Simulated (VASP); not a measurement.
# SiO2 (I-42d) in VASP: further runs, part 2 of 2

VASP 6.6.1.

### Step 3. Single point, PBEsol+D3(BJ)

The input, INCAR:

```
SYSTEM = SiO2
  ALGO = Normal
  EDIFF = 1E-7
  ENCUT = 520
  GGA = PS
  ISIF = 2
  ISMEAR = 0
  IVDW = 12
  LASPH = .TRUE.
  LCHARG = .FALSE.
  LREAL = .FALSE.
  LWAVE = .FALSE.
  NBANDS = 25
  NELM = 80
  PREC = Accurate
  SIGMA = 0.01
```

The input, KPOINTS:

```
k-points
0
G
  6 6 6
  0 0 0
```

The input, POSCAR:

```
SiO2
1.0
   -2.3740500000      2.3740500000      3.7440000000
    2.3740500000     -2.3740500000      3.7440000000
    2.3740500000      2.3740500000     -3.7440000000
Si O
2 4
Direct
    0.0000000000      0.0000000000      0.0000000000
    0.7500000000      0.2500000000      0.5000000000
    0.9983800004      0.6250000000      0.8733800004
    0.3750000000      0.2483800004      0.3733800004
    0.7516199996      0.1250000000      0.1266199996
    0.8750000000      0.0016199996      0.6266199996
```

Potentials or basis: VASP PAW PBE potentials, release 64 (Si, O).

The run is started by

```
$ cat potpaw_PBE.64/Si/POTCAR potpaw_PBE.64/O/POTCAR > POTCAR
$ mpirun -np 1 vasp_std > vasp.out
```

OUTCAR:

```text
SYSTEM = SiO2
   EDIFF = 1E-7
   ENCUT = 520
   GGA = PS
   ISIF = 2
   ISMEAR = 0
   IVDW = 12
   LASPH = .TRUE.
   LREAL = .FALSE.
   NELM = 80
   PREC = Accurate
 IVDW          = 12

 ion  position               nearest neighbor table
   1  0.000  0.000  0.000-   3 1.62   5 1.62   6 1.62   4 1.62   2 3.02   2 3.02   2 3.02   2 3.02

   2  0.750  0.250  0.500-   4 1.62   5 1.62   6 1.62   3 1.62   1 3.02   1 3.02   1 3.02   1 3.02

   3  0.998  0.625  0.873-   1 1.62   2 1.62
   4  0.375  0.248  0.373-   2 1.62   1 1.62
   5  0.752  0.125  0.127-   1 1.62   2 1.62
   6  0.875  0.002  0.627-   1 1.62   2 1.62

  LATTYP: Found a body centered tetragonal cell.
 ALAT       =     4.7481000000
 C/A-ratio  =     1.5770518734

  Lattice vectors:

 A1 = (  -2.3740500000,   2.3740500000,   3.7440000000)
 A2 = (   2.3740500000,  -2.3740500000,   3.7440000000)
 A3 = (   2.3740500000,   2.3740500000,  -3.7440000000)

Analysis of symmetry for initial positions (statically):
[... 183 lines left out ...]

 E-fermi :  -0.1467     XC(G=0):  -8.7112

 val. band max:       -0.1982990874   @ k =   0.0000   0.0000   0.0000
 cond. band min:       5.7745434820   @ k =   0.0000   0.0000   0.0000
 fundamental gap:      5.9728425694
 Fermi energy:        -0.1467430992

 k-point     1 :       0.0000    0.0000    0.0000
  band No.  band energies     occupation
      1     -19.2425      2.00000
      2     -17.0966      2.00000
      3     -17.0760      2.00000
      4     -17.0760      2.00000
      5      -9.0178      2.00000
      6      -5.4897      2.00000
[... 661 lines left out ...]
     24      13.2580      0.00000
     25      13.8574      0.00000

 [... further k-points ...]

------------------------ aborting loop because EDIFF is reached ----------------------------------------

 Edisp (eV)   -0.59843

 E8    (eV) :    -0.3350

  FORCE on cell =-STRESS in cart. coord.  units (eV):
  Direction    XX          YY          ZZ          XY          YZ          ZX
  --------------------------------------------------------------------------------------
  -------------------------------------------------------------------------------------
  Total       0.55986     0.55986    -0.45299     0.00000    -0.00000     0.00000
  in kB      10.62715    10.62715    -8.59852     0.00000    -0.00000     0.00000
  external pressure =        4.22 kB  Pullay stress =        0.00 kB

 VOLUME and BASIS-vectors are now :
 -----------------------------------------------------------------------------
  energy-cutoff  :      520.00
  volume of cell :       84.41
      direct lattice vectors                 reciprocal lattice vectors
    -2.374050000  2.374050000  3.744000000     0.000000000  0.210610560  0.133547009
     2.374050000 -2.374050000  3.744000000     0.210610560  0.000000000  0.133547009
     2.374050000  2.374050000 -3.744000000     0.210610560  0.210610560  0.000000000

 POSITION                                       TOTAL-FORCE (eV/Angst)
 -----------------------------------------------------------------------------------
      0.00000      0.00000      0.00000         0.000000      0.000000     -0.000000
      0.00000      2.37405      1.87200         0.000000      0.000000      0.000000
      1.18702      2.95987      2.80800         0.000000      0.027977      0.000000
      0.58582      1.18702      0.93600         0.027977      0.000000      0.000000
     -1.18702      1.78823      2.80800         0.000000     -0.027977      0.000000
     -0.58582      3.56108      0.93600        -0.027977      0.000000      0.000000
 -----------------------------------------------------------------------------------
    total drift:                                0.000002      0.000002      0.000002

  FREE ENERGIE OF THE ION-ELECTRON SYSTEM (eV)
  ---------------------------------------------------
  free  energy   TOTEN  =       -49.8962136323 eV

  energy  without entropy=      -49.8962136323  energy(sigma->0) =      -49.89621363
```

OSZICAR:

```text
N       E                     dE             d eps       ncg     rms          rms(c)
DAV:   1     0.167015555338E+03    0.16702E+03   -0.16118E+04  1500   0.114E+03
DAV:   2    -0.438714466891E+02   -0.21089E+03   -0.20220E+03  2037   0.271E+02
DAV:   3    -0.549682843359E+02   -0.11097E+02   -0.11052E+02  2013   0.635E+01
DAV:   4    -0.550744770552E+02   -0.10619E+00   -0.10616E+00  1808   0.708E+00
DAV:   5    -0.550757591118E+02   -0.12821E-02   -0.12818E-02  2013   0.767E-01    0.200E+01
DAV:   6    -0.493545386875E+02    0.57212E+01   -0.17676E+01  1824   0.266E+01    0.102E+01
DAV:   7    -0.493158999742E+02    0.38639E-01   -0.59882E-01  1896   0.427E+00    0.361E+00
DAV:   8    -0.492926498744E+02    0.23250E-01   -0.33952E-02  1916   0.156E+00    0.129E+00
DAV:   9    -0.492960156525E+02   -0.33658E-02   -0.14979E-02  1719   0.926E-01    0.271E-01
DAV:  10    -0.492977253706E+02   -0.17097E-02   -0.22266E-03  1824   0.271E-01    0.780E-02
DAV:  11    -0.492977795011E+02   -0.54130E-04   -0.54589E-04  1869   0.161E-01    0.243E-02
DAV:  12    -0.492977814845E+02   -0.19834E-05   -0.34613E-05  1838   0.385E-02    0.135E-02
DAV:  13    -0.492977845138E+02   -0.30294E-05   -0.59891E-06  1756   0.152E-02    0.389E-03
DAV:  14    -0.492977847807E+02   -0.26684E-06   -0.36033E-07  1751   0.403E-03    0.130E-03
DAV:  15    -0.492977847997E+02   -0.18987E-07   -0.38669E-08  1310   0.131E-03
   1 F= -.49896214E+02 E0= -.49896214E+02  d E =-.149379E-15
```

Run time: 80 s. Hardware: 1 thread of Intel Xeon 6975P-C, shared host; peak memory 0.26 GiB.

Results:

```
Free energy                : -49.8962 eV
Pressure                   : 0.4 GPa
Largest force              : 0.028 eV/Å
Band gap on the k mesh     : 5.97 eV, direct
Dispersion energy per atom : -0.100 eV
```

Forces on the atoms (eV/Å):
```
Si   0.000  0.000  0.000
Si   0.000  0.000  0.000
O    0.000  0.028  0.000
O    0.028  0.000  0.000
O    0.000 -0.028  0.000
O   -0.028  0.000  0.000
```

Stress tensor (GPa, compression positive):
```
 1.06  0.00  0.00
 0.00  1.06  0.00
 0.00  0.00 -0.86
```

Levels at points of the mesh, in eV from the valence-band top:
| k point | band 13 | band 14 | band 15 | band 16 | band 17 | band 18 | band 19 | band 20 |
| --- | --- | --- | --- | --- | --- | --- | --- | --- |
| (0.00, 0.00, 0.00) | -1.33 | -1.03 | 0.00 | 0.00 | 5.97 | 8.57 | 11.19 | 11.19 |
| (0.50, 0.00, 0.00) | -1.28 | -0.68 | -0.29 | -0.18 | 8.31 | 9.17 | 9.96 | 10.12 |
| (0.50, 0.50, 0.00) | -0.75 | -0.75 | -0.24 | -0.24 | 9.41 | 9.41 | 10.05 | 10.05 |
| (0.50, 0.50, 0.50) | -1.50 | -1.50 | -0.11 | -0.11 | 8.97 | 8.97 | 9.59 | 9.59 |

Caveat: three body term missing; the PAW data sets were made with another functional, which shifts forces and pressure a little.
